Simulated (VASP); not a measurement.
# Si3N4 (I-43d) in VASP: single point with r2SCAN

Aim: the single point of Si3N4 with r2SCAN.

Program: VASP 6.6.1. These are calculated values, not measurements. Logs are shortened: lines on timing, memory, paths and dates and some standing lists are left out, and cuts for length are marked.

### 1 The cell of the first run

The structure is cubic, space group I-43d (No. 220). Conventional cell: a = 6.475 Å, b = 6.475 Å, c = 6.475 Å, α = 90.00°, β = 90.00°, γ = 90.00°. Si (site symmetry -4) has 4 N at 1.75 Å within 2.3 Å. Within 2.3 Å of N (site symmetry 3) lie 3 Si at 1.75 Å.

### 2 Single point, r2SCAN

Input file POSCAR:

```
Si3N4
1.0
   -3.2373500000      3.2373500000      3.2373500000
    3.2373500000     -3.2373500000      3.2373500000
    3.2373500000      3.2373500000     -3.2373500000
Si N
6 8
Direct
    0.2500000000      0.1250000000      0.8750000000
    0.8750000000      0.2500000000      0.1250000000
    0.7500000000      0.3750000000      0.6250000000
    0.6250000000      0.7500000000      0.3750000000
    0.1250000000      0.8750000000      0.2500000000
    0.3750000000      0.6250000000      0.7500000000
    0.5628000000      0.5628000000      0.5628000000
    0.4372000000      0.5000000000      0.0000000000
    0.5000000000      0.0000000000      0.9372000000
    0.0000000000      0.4372000000      0.5000000000
    0.9372000000      0.5000000000      0.0000000000
    0.0628000000      0.0628000000      0.0628000000
    0.0000000000      0.9372000000      0.5000000000
    0.5000000000      0.0000000000      0.4372000000
```

Input file INCAR.step1:

```
PREC     = Accurate       # precision mode
ENCUT    = 520            # plane-wave cutoff, eV
ISMEAR   = 0              # smearing method
SIGMA    = 0.05           # smearing width, eV
LREAL    = F              # projectors in reciprocal space
LASPH    = T              # aspherical terms in the spheres
NELM     = 100            # most SCF steps
NBANDS   = 45             # bands
GGA      = PE             # functional
ALGO     = Normal         # electronic algorithm
EDIFF    = 1E-4           # SCF threshold, eV
LWAVE    = T              # write WAVECAR
LCHARG   = F              # write CHGCAR
```

Input file INCAR.step2:

```
PREC     = Accurate       # precision mode
ENCUT    = 520            # plane-wave cutoff, eV
EDIFF    = 1E-7           # SCF threshold, eV
ISMEAR   = 0              # smearing method
SIGMA    = 0.05           # smearing width, eV
LREAL    = F              # projectors in reciprocal space
LASPH    = T              # aspherical terms in the spheres
NELM     = 100            # most SCF steps
ALGO     = Normal         # electronic algorithm
ISIF     = 2              # what is computed and relaxed
LWAVE    = F              # write WAVECAR
LCHARG   = F              # write CHGCAR
METAGGA  = R2SCAN         # meta-GGA
LMIXTAU  = T            
NBANDS   = 45             # bands
ISTART   = 1
```

Input file KPOINTS:

```
regular mesh
0
Gamma
  6 6 6
```

Potentials or basis: VASP PAW PBE potentials, release 64 (Si, N).

Started as:

```
$ cat potpaw_PBE.64/Si/POTCAR potpaw_PBE.64/N/POTCAR > POTCAR
$ cp INCAR.step1 INCAR
$ mpirun -np 1 vasp_std > vasp.out
$ cp INCAR.step2 INCAR
$ mpirun -np 1 vasp_std > vasp.out
```

OUTCAR:

```text
PREC = Accurate
   ENCUT = 520
   EDIFF = 1E-7
   ISMEAR = 0
   LREAL = F
   LASPH = T
   NELM = 100
   ISIF = 2
   METAGGA = R2SCAN
   ISTART = 1

 ion  position               nearest neighbor table
   1  0.250  0.125  0.875-  12 1.75   9 1.75   8 1.75  13 1.75   4 3.03   6 3.03   2 3.03   5 3.03
                             6 3.03   4 3.03   2 3.03   5 3.03
   2  0.875  0.250  0.125-  10 1.75  11 1.75  12 1.75   9 1.75   5 3.03   6 3.03   1 3.03   6 3.03
                             3 3.03   1 3.03   3 3.03   5 3.03
   3  0.750  0.375  0.625-   7 1.75  10 1.75  11 1.75  14 1.75   6 3.03   5 3.03   4 3.03   5 3.03
                             2 3.03   2 3.03   4 3.03   6 3.03
   4  0.625  0.750  0.375-   7 1.75   8 1.75  13 1.75  14 1.75   3 3.03   5 3.03   1 3.03   6 3.03
                             1 3.03   5 3.03   6 3.03   3 3.03
   5  0.125  0.875  0.250-  11 1.75  12 1.75  13 1.75  14 1.75   1 3.03   4 3.03   3 3.03   2 3.03
                             3 3.03   4 3.03   1 3.03   2 3.03
   6  0.375  0.625  0.750-  10 1.75   8 1.75   9 1.75   7 1.75   4 3.03   1 3.03   2 3.03   1 3.03
                             3 3.03   2 3.03   4 3.03   3 3.03
   7  0.563  0.563  0.563-   4 1.75   3 1.75   6 1.75
   8  0.437  0.500  0.000-   1 1.75   4 1.75   6 1.75
   9  0.500  0.000  0.937-   1 1.75   6 1.75   2 1.75
  10  0.000  0.437  0.500-   6 1.75   3 1.75   2 1.75
  11  0.937  0.500  0.000-   5 1.75   3 1.75   2 1.75
  12  0.063  0.063  0.063-   1 1.75   2 1.75   5 1.75
  13  0.000  0.937  0.500-   1 1.75   4 1.75   5 1.75
  14  0.500  0.000  0.437-   4 1.75   5 1.75   3 1.75

  LATTYP: Found a body centered cubic cell.
 ALAT       =     6.4747000000

  Lattice vectors:

 A1 = (  -3.2373500000,   3.2373500000,   3.2373500000)
 A2 = (   3.2373500000,  -3.2373500000,   3.2373500000)
 A3 = (   3.2373500000,   3.2373500000,  -3.2373500000)

Analysis of symmetry for initial positions (statically):
=====================================================================
 Subroutine PRICEL returns:
 Original cell was already a primitive cell.

 Routine SETGRP: Setting up the symmetry group for a
 body centered cubic supercell.

 Subroutine GETGRP returns: Found 24 space group operations
 (whereof  3 operations were pure point group operations)
 out of a pool of 48 trial point group operations.

The static configuration has the point symmetry C_3 .
 The point group associated with its full space group is T_d .

Analysis of symmetry for dynamics (positions and initial velocities):
=====================================================================
 Subroutine PRICEL returns:
[... 142 lines left out ...]
   IALGO  =     38    algorithm
   IMIX   =      4    mixing-type and parameters
     AMIX     =   0.40;   BMIX     =  1.00
     AMIX_MAG =   1.60;   BMIX_MAG =  1.00
  volume/ion in A,a.u.               =       9.69        65.42
  Fermi-wavevector in a.u.,A,eV,Ry     =   1.274261  2.408005 22.092350  1.623742
  Thomas-Fermi vector in A             =   2.407039
   LORBIT       =      0    0 simple, 1 ext, 2 COOP (PROOUT), +10 PAW based schemes
   METAGGA = R2SCAN    functional components
   LHFCALC =     F    Hartree Fock is set to
   AEXX    =    0.0000 exact exchange contribution
   IVDW    =     0    specifies the selected vdW correction
   LEPSILON=     F    determine dielectric tensor
   LRPA    =     F    only Hartree local field effects (RPA)
 non-spin polarized calculation
 Gauss-broadening in eV      SIGMA  =   0.05
  energy-cutoff  :      520.00
  volume of cell :      135.72
 maximum number of plane-waves:      3675
 NGX is ok and might be reduce to    42
   NGX = 21   NGY = 21   NGZ = 21

 number of electron      64.0000001 magnetization

 Free energy of the ion-electron system (eV)
  ---------------------------------------------------
  ext. energy  EPLUGINS =         0.00000000
  ---------------------------------------------------
  free energy    TOTEN  =      -142.74580120 eV

  energy without entropy =     -142.74580120  energy(sigma->0) =     -142.74580120

 E-fermi :   7.7328     XC(G=0): -11.9342

 val. band max:        7.4675324148   @ k =   0.3333   0.3333   0.0000
 cond. band min:      12.1553090986   @ k =  -0.1667   0.1667   0.1667
 fundamental gap:      4.6877766838
 Fermi energy:         7.7328416644

 k-point     1 :       0.0000    0.0000    0.0000
  band No.  band energies     occupation
      1     -11.5808      2.00000
      2      -8.7005      2.00000
      3      -8.7005      2.00000
      4      -8.7005      2.00000
      5      -8.2080      2.00000
      6      -8.2080      2.00000
[... 741 lines left out ...]
     43      16.8460      0.00000
     44      16.8460      0.00000
 [bands above 44 left out]

------------------------ aborting loop because EDIFF is reached ----------------------------------------

  FORCE on cell =-STRESS in cart. coord.  units (eV):
  Direction    XX          YY          ZZ          XY          YZ          ZX
  --------------------------------------------------------------------------------------
  -------------------------------------------------------------------------------------
  Total       -3.5691360     -3.5691360     -3.5691360      0.0000000     -0.0000000      0.0000000
  in kB      -42.1351672    -42.1351672    -42.1351672      0.0000000     -0.0000000      0.0000000
  external PRESSURE =     -42.1351672 kB  Pullay stress =       0.0000000 kB

 VOLUME and BASIS-vectors are now :
 -----------------------------------------------------------------------------
  energy-cutoff  :      520.00
  volume of cell :      135.72
      direct lattice vectors                 reciprocal lattice vectors
    -3.237350000  3.237350000  3.237350000     0.000000000  0.154447310  0.154447310
     3.237350000 -3.237350000  3.237350000     0.154447310  0.000000000  0.154447310
     3.237350000  3.237350000 -3.237350000     0.154447310  0.154447310  0.000000000

 POSITION                                       TOTAL-FORCE (eV/Angst)
 -----------------------------------------------------------------------------------
      2.42801      3.23735     -1.61868        -0.000000      0.000000      0.000000
     -1.61868      2.42801      3.23735        -0.000000      0.000000      0.000000
      0.80934      3.23735      1.61868        -0.000000      0.000000      0.000000
      1.61868      0.80934      3.23735        -0.000000      0.000000      0.000000
      3.23735     -1.61868      2.42801        -0.000000      0.000000      0.000000
      3.23735      1.61868      0.80934        -0.000000      0.000000      0.000000
      1.82198      1.82198      1.82198         0.016618      0.016618      0.016618
      0.20331     -0.20331      3.03404         0.016618     -0.016618     -0.016618
      1.41537      4.65272     -1.41537        -0.016618     -0.016618      0.016618
      3.03404      0.20331     -0.20331        -0.016618      0.016618     -0.016618
     -1.41537      1.41537      4.65272         0.016618     -0.016618     -0.016618
      0.20331      0.20331      0.20331         0.016618      0.016618      0.016618
      4.65272     -1.41537      1.41537        -0.016618      0.016618     -0.016618
     -0.20331      3.03404      0.20331        -0.016618     -0.016618      0.016618
 -----------------------------------------------------------------------------------
    total drift:                               -0.000001     -0.000001     -0.000001

  FREE ENERGIE OF THE ION-ELECTRON SYSTEM (eV)
  ---------------------------------------------------
  free  energy   TOTEN  =      -142.7458011951 eV

  energy  without entropy=     -142.7458011951  energy(sigma->0) =     -142.74580120
```

It took 7.6 min on 1 thread of Intel Xeon Platinum 8375C at 2.90GHz (Ice Lake), shared host; peak memory 0.3 GiB.

Results:

* Free energy: -142.7458 eV
* Pressure: -4.2 GPa
* Largest force: 0.029 eV/Å
* Band gap on the k mesh: 4.69 eV (least direct gap 4.87 eV)

Forces on the atoms (eV/Å):
```
Si   0.000  0.000  0.000
Si   0.000  0.000  0.000
Si   0.000  0.000  0.000
Si   0.000  0.000  0.000
Si   0.000  0.000  0.000
Si   0.000  0.000  0.000
N    0.017  0.017  0.017
N    0.017 -0.017 -0.017
N   -0.017 -0.017  0.017
N   -0.017  0.017 -0.017
N    0.017 -0.017 -0.017
N    0.017  0.017  0.017
N   -0.017  0.017 -0.017
N   -0.017 -0.017  0.017
```

Caveat: the cell stands under tension; the PAW data sets were made with another functional, which shifts forces and pressure a little. r2SCAN opens gaps a little over a GGA but as a rule still falls short of measured ones.
